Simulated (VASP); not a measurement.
# Ti (Fd-3m) in VASP: a series of runs, part 2 of 2

VASP 6.6.1. The steps go on from the part before.

## Step 3: Relaxation of cell and atoms, LDA

This run uses another cell than the first one, of 23.84 Å³/atom, 1.238 times its volume.

The input, INCAR:

```
SYSTEM = Ti
PREC = Accurate
ENCUT = 600
EDIFF = 1E-6
ISMEAR = -1
SIGMA = 0.1
LREAL = .False.
LASPH = .True.
NELM = 60
ALGO = Normal
ISIF = 3
LWAVE = .False.
LCHARG = .False.
IBRION = 2
NSW = 80
EDIFFG = -0.01
```

The input, KPOINTS:

```
Automatic mesh
0
Gamma
  10 10 10
  0 0 0
```

The input, POSCAR:

```
Ti
1.0
    0.0000000000      2.8780170575      2.8780170575
    2.8780170575      0.0000000000      2.8780170575
    2.8780170575      2.8780170575      0.0000000000
Ti
2
Direct
    0.1250000000      0.1250000000      0.1250000000
    0.8750000000      0.8750000000      0.8750000000
```

Potentials or basis: VASP PAW LDA potentials, release 64 (Ti_sv).

Launch:

```sh
$ cat potpaw_LDA.64/Ti_sv/POTCAR > POTCAR
$ mpirun -np 1 vasp_std > vasp.out
```

OUTCAR:

```text
SYSTEM = Ti
   PREC = Accurate
   ENCUT = 600
   EDIFF = 1E-6
   ISMEAR = -1
   LREAL = .False.
   LASPH = .True.
   NELM = 60
   ISIF = 3
   IBRION = 2
   NSW = 80
   EDIFFG = -0.01

 ion  position               nearest neighbor table
   1  0.125  0.125  0.125-   2 2.49   2 2.49   2 2.49   2 2.49
   2  0.875  0.875  0.875-   1 2.49   1 2.49   1 2.49   1 2.49

  LATTYP: Found a face centered cubic cell.
 ALAT       =     5.7560341150

  Lattice vectors:

 A1 = (   0.0000000000,   2.8780170575,   2.8780170575)
 A2 = (   2.8780170575,   0.0000000000,   2.8780170575)
 A3 = (   2.8780170575,   2.8780170575,   0.0000000000)

Analysis of symmetry for initial positions (statically):
=====================================================================
 Subroutine PRICEL returns:
 Original cell was already a primitive cell.

[... 290 lines left out ...]
 E-fermi :   6.5652     XC(G=0): -10.9205

 val. band max:        6.5453322186   @ k =  -0.4000   0.5000   0.1000
 cond. band min:       6.5763822744   @ k =   0.1000   0.0000   0.0000
 fundamental gap:      0.0310500559
 Fermi energy:         6.5651501397

 k-point     1 :       0.0000    0.0000    0.0000
  band No.  band energies     occupation
      1     -49.4477      2.00000
      2     -48.5706      2.00000
      3     -26.3157      2.00000
      4     -26.3157      2.00000
      5     -26.3157      2.00000
      6     -25.2153      2.00000
[... 433 lines left out ...]
      3     -26.5645      2.00000
      4     -26.5512      2.00000
      5     -26.0279      2.00000
      6     -25.5201      2.00000
[... 8 lines left out ...]
     15       7.7771      0.00001
     16       9.3823      0.00000

 [... further k-points ...]

------------------------ aborting loop because EDIFF is reached ----------------------------------------

  FORCE on cell =-STRESS in cart. coord.  units (eV):
  Direction    XX          YY          ZZ          XY          YZ          ZX
  --------------------------------------------------------------------------------------
  -------------------------------------------------------------------------------------
  Total        0.0080020      0.0080020      0.0080020     -0.0000000      0.0000000      0.0000000
  in kB        0.3292529      0.3292529      0.3292529     -0.0000000      0.0000000      0.0000000
  external PRESSURE =       0.3292529 kB  Pullay stress =       0.0000000 kB
[... 17 lines left out ...]
  FREE ENERGIE OF THE ION-ELECTRON SYSTEM (eV)
  ---------------------------------------------------
  free  energy   TOTEN  =       -12.6146925981 eV

  energy  without entropy=      -12.4352371367  energy(sigma->0) =      -12.52496487

 reached required accuracy - stopping structural energy minimisation
```

OSZICAR:

```text
N       E                     dE             d eps       ncg     rms          rms(c)
DAV:   1     0.267875794881E+03    0.26788E+03   -0.14426E+04  1504   0.189E+03
DAV:   2     0.149453066399E+02   -0.25293E+03   -0.25154E+03  1568   0.508E+02
DAV:   3    -0.112954295161E+02   -0.26241E+02   -0.25967E+02  2928   0.134E+02
[... 43 lines left out ...]
DAV:   5    -0.126143080784E+02   -0.17468E-02   -0.26862E-03  2112   0.324E-01    0.668E-02
DAV:   6    -0.126146582757E+02   -0.35020E-03   -0.78511E-04  2280   0.183E-01    0.237E-02
DAV:   7    -0.126146866763E+02   -0.28401E-04   -0.65453E-05  2032   0.485E-02    0.460E-03
DAV:   8    -0.126146922606E+02   -0.55843E-05   -0.17642E-05  2024   0.268E-02    0.705E-04
DAV:   9    -0.126146925981E+02   -0.33754E-06   -0.18378E-06  1088   0.957E-03
   4 F= -.12614693E+02 E0= -.12524965E+02  d E =-.178250E+00
```

Wall time 70 s (1 thread of Intel Xeon 6975P-C (Granite Rapids), shared host); peak memory 0.19 GiB.

What came out:

```
Free energy                            : -12.6147 eV
Relaxed volume                         : 19.47 Å³/atom
Relaxed cell                           : a = 3.805 Å, b = 3.805 Å, c = 3.805 Å, α = 60.00°, β = 60.00°, γ = 60.00°
Space group after relaxing (to 0.05 Å) : Fd-3m (No. 227)
Energy gained by relaxing              : 89.1 meV/atom
Ionic steps                            : 4
Pressure after relaxing                : 0.0 GPa
Band gap on the k mesh                 : zero (band 12 reaches 6.76 eV, above the bottom of band 13 at 6.35 eV)
```

Step by step:
| step | energy change (eV) | largest force (eV/Å) | pressure (GPa) | volume (Å³) |
| --- | --- | --- | --- | --- |
| 1 | 0.0000 | 0.0000 | -5.83 | 47.68 |
| 2 | -0.1543 | 0.0000 | -2.49 | 41.94 |
| 3 | -0.1776 | 0.0000 | -0.45 | 39.44 |
| 4 | -0.1783 | 0.0000 | 0.03 | 38.94 |

Final structure:
```
Ti
1.0
     0.00000    2.69019    2.69019
     2.69019    0.00000    2.69019
     2.69019    2.69019    0.00000
Ti
2
Direct
  0.12500 0.12500 0.12500
  0.87500 0.87500 0.87500
```

Caveat: the volume moved by over 15 % at a fixed basis, so the end points are rough.

## Step 4: Single point, LDA, non-collinear spin, zero start, spin-orbit coupling

The input, INCAR:

```
SYSTEM = Ti
PREC = Accurate ; ENCUT = 520
EDIFF = 1E-6 ; ISMEAR = -1
SIGMA = 0.1 ; LREAL = .False.
LASPH = .True. ; NELM = 150
ALGO = Normal ; ISIF = 2
LWAVE = .False. ; LCHARG = .False.
MAGMOM = 0 0 0 0 0 0 ; LORBIT = 11
LSORBIT = .True. ; GGA_COMPAT = .False.
LORBMOM = .True. ; LMAXMIX = 4
NBANDS = 36
```

KPOINTS is that of step 3.

The input, POSCAR:

```
Ti
1.0
    0.0000000000      2.6804349531      2.6804349531
    2.6804349531      0.0000000000      2.6804349531
    2.6804349531      2.6804349531      0.0000000000
Ti
2
Direct
    0.1250000000      0.1250000000      0.1250000000
    0.8750000000      0.8750000000      0.8750000000
```

Launch:

```sh
$ cat potpaw_LDA.64/Ti_sv/POTCAR > POTCAR
$ mpirun -np 1 vasp_ncl > vasp.out
```

It took 55 s on 1 thread of Intel Xeon 6975P-C (Granite Rapids), shared host; peak memory 0.25 GiB.

The run converged. Its results:

| Quantity | Value |
| --- | --- |
| Free energy | -12.6235 eV |
| Pressure | 0.5 GPa |
| Net moment | 0.00 μB per cell |
| Valence electrons inside the program's atomic spheres | Ti 10.65 |

Moments on the atoms (μB; x, y, z):
```
Ti  0.00 0.00 0.00
Ti  0.00 0.00 0.00
```

## Step 5: The runs side by side

| task | spin | cell | k mesh | cutoff (eV) | gap on the mesh (eV) | pressure (GPa) |
| --- | --- | --- | --- | --- | --- | --- |
| single point | off | a = 3.791 Å, angles 60.0°, 2 atoms | 17 × 17 × 17 | 520 | none | 0.5 |
| relaxation of cell and atoms | off | relaxed from a = 4.070 Å, angles 60.0°, 2 atoms | 10 × 10 × 10 | 600 | none | 0.0 |
| single point | non-collinear, zero start, SOC | a = 3.791 Å, angles 60.0°, 2 atoms | 10 × 10 × 10 | 520 | - | 0.5 |

Alike in all rows: level LDA; potentials or basis VASP PAW LDA potentials, release 64 (Ti_sv); smearing fermi-dirac 0.1 eV.

Caveats: the volume moved by over 15 % at a fixed basis, so the end points are rough (some runs).

Absolute energies hang on the potentials; compare differences alone.
